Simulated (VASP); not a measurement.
Wanted: the native input for a VASP 6.6.1 run.

| Property | Result |
| --- | --- |
| Task | density of states |
| Functional | PBE |
| Potentials or basis | VASP PAW PBE potentials, release 64 (Y_sv) |
| Cutoff | 520 eV |
| k mesh | 10 × 10 × 10 |
| Occupations | fermi-dirac, width 0.1 eV |
| Spin | no spin polarisation |
| Dipole correction | no |
| k mesh for the DOS | 15 × 15 × 15 |
| Occupations for the DOS | tetrahedron |
| Further INCAR settings | ALGO = Normal; EDIFF = 1e-06 |

The system is Y.

```
Y
1.0
    -2.31431    2.31431    2.31431
     2.31431   -2.31431    2.31431
     2.31431    2.31431   -2.31431
Y
1
Direct
  0.00000 0.00000 0.00000
```

The input as run:

POSCAR

```
Y
1.0
   -2.3143130000      2.3143130000      2.3143130000
    2.3143130000     -2.3143130000      2.3143130000
    2.3143130000      2.3143130000     -2.3143130000
Y
1
Direct
    0.0000000000      0.0000000000      0.0000000000
```

INCAR.step1

```
ALGO     = Normal         # electronic algorithm
EDIFF    = 1E-6           # SCF threshold, eV
ENCUT    = 520            # plane-wave cutoff, eV
GGA      = PE             # functional
ISIF     = 2              # what is computed and relaxed
ISMEAR   = -1             # smearing method
LASPH    = True           # aspherical terms in the spheres
LCHARG   = True           # write CHGCAR
LMAXMIX  = 4              # l up to which the mixer works
LREAL    = False          # projectors in reciprocal space
LWAVE    = False          # write WAVECAR
NBANDS   = 12             # bands
NELM     = 80             # most SCF steps
PREC     = Accurate       # precision mode
SIGMA    = 0.1            # smearing width, eV
```

KPOINTS.step1

```
k-points
0
Gamma
  10 10 10
```

INCAR.step2

```
ALGO     = Normal         # electronic algorithm
EDIFF    = 1E-6           # SCF threshold, eV
ENCUT    = 520            # plane-wave cutoff, eV
GGA      = PE             # functional
ICHARG   = 11             # starting density
ISIF     = 2              # what is computed and relaxed
ISMEAR   = -5             # smearing method
LASPH    = True           # aspherical terms in the spheres
LCHARG   = False          # write CHGCAR
LMAXMIX  = 4              # l up to which the mixer works
LORBIT   = 11             # projections on sites
LREAL    = False          # projectors in reciprocal space
LWAVE    = False          # write WAVECAR
NEDOS    = 1001           # points of the DOS
NELM     = 80             # most SCF steps
PREC     = Accurate       # precision mode
SIGMA    = 0.1            # smearing width, eV
```

KPOINTS.step2

```
k-points
0
Gamma
  15 15 15
```

Potentials or basis: VASP PAW PBE potentials, release 64 (Y_sv).

Command:

```sh
$ cat potpaw_PBE.64/Y_sv/POTCAR > POTCAR
$ cp INCAR.step1 INCAR
$ cp KPOINTS.step1 KPOINTS
$ mpirun -np 1 vasp_std > vasp.out
$ cp INCAR.step2 INCAR
$ cp KPOINTS.step2 KPOINTS
$ mpirun -np 1 vasp_std > vasp.out
```

Results of the run:

```json
{"Valence electrons inside the program's atomic spheres": "Y 9.02"}
```

Run time: 110 s on 1 thread of AMD EPYC 7R13 Processor (Zen 3), on a shared host, peak memory 0.18 GiB.
